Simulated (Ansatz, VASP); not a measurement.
# One calculation of Be5Zn2Cd2HgTe10, two programs

The input INCAR:

```
SYSTEM = Be5Zn2Cd2HgTe10
ALGO = Normal
EDIFF = 1E-6
ENCUT = 520
GGA = PE
ISIF = 2
ISMEAR = 0
LASPH = .True.
LCHARG = .False.
LREAL = Auto
LWAVE = .False.
NBANDS = 81
NELM = 100
PREC = Accurate
SIGMA = 0.02
```

File KPOINTS:

```
k-points
0
Gamma
  4 3 2
  0 0 0
```

The input POSCAR:

```
Be5Zn2Cd2HgTe10
1.0
    3.0187650000      3.0194900000      6.0260570000
   -3.0743410000     -3.0744910000      6.0818590000
    9.0727780000     -6.0547250000      3.0126630000
Be Zn Cd Te Hg
5 2 2 10 1
Direct
    0.2019209125      0.9973472727      0.5960327230
    0.6039466720      0.9999265875      0.7963413529
    0.0033287683      0.0024897560      0.9992747437
    0.4001739270      0.9999866372      0.2027897194
    0.7990346045      0.9972263298      0.4032561646
    0.2990335027      0.5012833905      0.4015925488
    0.7015485008      0.5013780875      0.5976843316
    0.1012035437      0.5084167289      0.7909630095
    0.4945825144      0.5099582820      0.9995464140
    0.5716025495      0.8825588678      0.5997802223
    0.4978563123      0.3437816262      0.7899094205
    0.9682907260      0.9046582161      0.7982641870
    0.3683257811      0.9068770305      0.9996122015
    0.7666325895      0.9067145818      0.2007665796
    0.6685880222      0.3451086424      0.4122481733
    0.1720313946      0.8823329773      0.3993010204
    0.0811011031      0.3453531609      0.5877572165
    0.8914283533      0.3426255947      0.9984494232
    0.2895977119      0.3435827006      0.2091790003
    0.8907355100      0.5120637210      0.2082045450
```

Input for Ansatz:

```yaml
crystal:
  lattice:
    - [3.018765, 3.01949, 6.026057]
    - [-3.074341, -3.074491, 6.081859]
    - [9.072778, -6.054725, 3.012663]
  atoms:
    - { symbol: Be, position: [0.2019209125, 0.9973472727, 0.596032723] }
    - { symbol: Be, position: [0.603946672, 0.9999265875, 0.7963413529] }
    - { symbol: Be, position: [0.0033287683, 0.002489756, 0.9992747437] }
    - { symbol: Be, position: [0.400173927, 0.9999866372, 0.2027897194] }
    - { symbol: Be, position: [0.7990346045, 0.9972263298, 0.4032561646] }
    - { symbol: Zn, position: [0.2990335027, 0.5012833905, 0.4015925488] }
    - { symbol: Zn, position: [0.7015485008, 0.5013780875, 0.5976843316] }
    - { symbol: Cd, position: [0.1012035437, 0.5084167289, 0.7909630095] }
    - { symbol: Cd, position: [0.4945825144, 0.509958282, 0.999546414] }
    - { symbol: Te, position: [0.5716025495, 0.8825588678, 0.5997802223] }
    - { symbol: Te, position: [0.4978563123, 0.3437816262, 0.7899094205] }
    - { symbol: Te, position: [0.968290726, 0.9046582161, 0.798264187] }
    - { symbol: Te, position: [0.3683257811, 0.9068770305, 0.9996122015] }
    - { symbol: Te, position: [0.7666325895, 0.9067145818, 0.2007665796] }
    - { symbol: Te, position: [0.6685880222, 0.3451086424, 0.4122481733] }
    - { symbol: Te, position: [0.1720313946, 0.8823329773, 0.3993010204] }
    - { symbol: Te, position: [0.0811011031, 0.3453531609, 0.5877572165] }
    - { symbol: Te, position: [0.8914283533, 0.3426255947, 0.9984494232] }
    - { symbol: Te, position: [0.2895977119, 0.3435827006, 0.2091790003] }
    - { symbol: Hg, position: [0.89073551, 0.512063721, 0.208204545] }
basis:
  ecutwfc: 420
kpoints:
  mp_grid: { grid: [4, 3, 2] }
hamiltonian:
  xc: pbe
scf:
  occupations: { method: gaussian, width: 0.02 }
  n_extra_bands: 10
output:
  forces: true
  stress: true
  eigenvalues: true
  populations: true
  dos:
    method: { smearing: { sigma: 0.1, scheme: gaussian } }
    projected: true
    de: 0.02
  write_density: true
  write_potential: true
  elf: true
  volumetric_format: npy
```

Alike in both runs: task single point; functional PBE; k mesh 4 × 3 × 2; occupations gaussian, width 0.02 eV; no spin polarisation.

|  | VASP | Ansatz |
| --- | --- | --- |
| version | VASP 6.6.1 | Ansatz 0.2.0 |
| potentials or method | VASP PAW PBE potentials, release 64 (Be, Zn, Cd, Te, Hg), cutoff 520 eV | scalar-relativistic, plane waves, PAW |
| valence electrons in the cell | 130 | 254 |

Ansatz gave:

* gap on the k mesh at the Fermi level (eV): 1.33
* least direct gap on the mesh (eV): 1.33
* pressure (GPa): 0.0
* rms of the force components (eV/Å): 0.008

**Question.** Which values does VASP return?

**Answer.** gap on the k mesh at the Fermi level (eV): 1.33; least direct gap on the mesh (eV): 1.33; pressure (GPa): 0.1; rms of the force components (eV/Å): 0.011.

Atom by atom the forces differ by 0.005 eV/Å (rms over components). With one functional, cell and mesh, what is left measures potentials, basis and numerics. VASP's potentials hold 130 valence electrons a cell and Ansatz's 254, so a difference there can come from the potentials and not from the codes.

Spin-orbit coupling is off throughout.
